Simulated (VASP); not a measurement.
Wanted: the native input for a VASP 6.6.1 run.

| Property | Result |
| --- | --- |
| Task | relaxation of cell and atoms |
| Functional | PBE |
| Potentials or basis | VASP PAW PBE potentials, release 64 (Pb_d) |
| Cutoff | 600 eV |
| k mesh | 10 × 10 × 6 |
| Occupations | fermi-dirac, width 0.1 eV |
| Spin | no spin polarisation |
| Dipole correction | no |
| Further INCAR settings | ALGO = Normal; EDIFF = 1e-06; IBRION = 2; EDIFFG = -0.01; NSW = 80; ISIF = 3 |

The structure of Pb lies in POSCAR:

```
Pb
1.0
    3.5005272341      0.0000000000      0.0000000000
   -1.7502636171      3.0315455114      0.0000000000
    0.0000000000      0.0000000000      5.7163609733
Pb
2
Direct
    0.3333333333      0.6666666667      0.2500000000
    0.6666666667      0.3333333333      0.7500000000
```

This isn't the form of Pb at room conditions, which is fcc.

The input as run:

INCAR

```
  PREC = Accurate
  ENCUT = 600
  EDIFF = 1E-6
  ISMEAR = -1
  SIGMA = 0.1
  LREAL = F
  LASPH = T
  NELM = 100
  ALGO = Normal
  ISIF = 3
  LWAVE = F
  LCHARG = F
  GGA = PE
  IBRION = 2
  NSW = 80
  EDIFFG = -0.01
```

KPOINTS

```
regular mesh
0
Gamma
  10 10 6
```

Potentials or basis: VASP PAW PBE potentials, release 64 (Pb_d).

Command:

```sh
$ cat potpaw_PBE.64/Pb_d/POTCAR > POTCAR
$ mpirun -np 1 vasp_std > vasp.out
```

It gave:

```yaml
Relaxed_volume: 31.85 Å³/atom
Relaxed_cell: a = 3.554 Å, b = 3.554 Å, c = 5.823 Å, α = 90.00°, β = 90.00°, γ = 120.00°
Space_group_after_relaxing_to_0.1_Å: P6_3/mmc (No. 194)
Energy_gained_by_relaxing: 9.8 meV/atom
Ionic_steps: 5
Pressure_after_relaxing: 0.0 GPa
Band_gap_on_the_k_mesh: zero (bands 14 and 15 overlap by 6.81 eV)
```

Caveat: spin-orbit coupling is left out, which moves the levels of the heavy elements.

It took 6.1 min on 1 thread of Intel Xeon 8259CL, with other jobs on the host, peak memory 0.23 GiB.
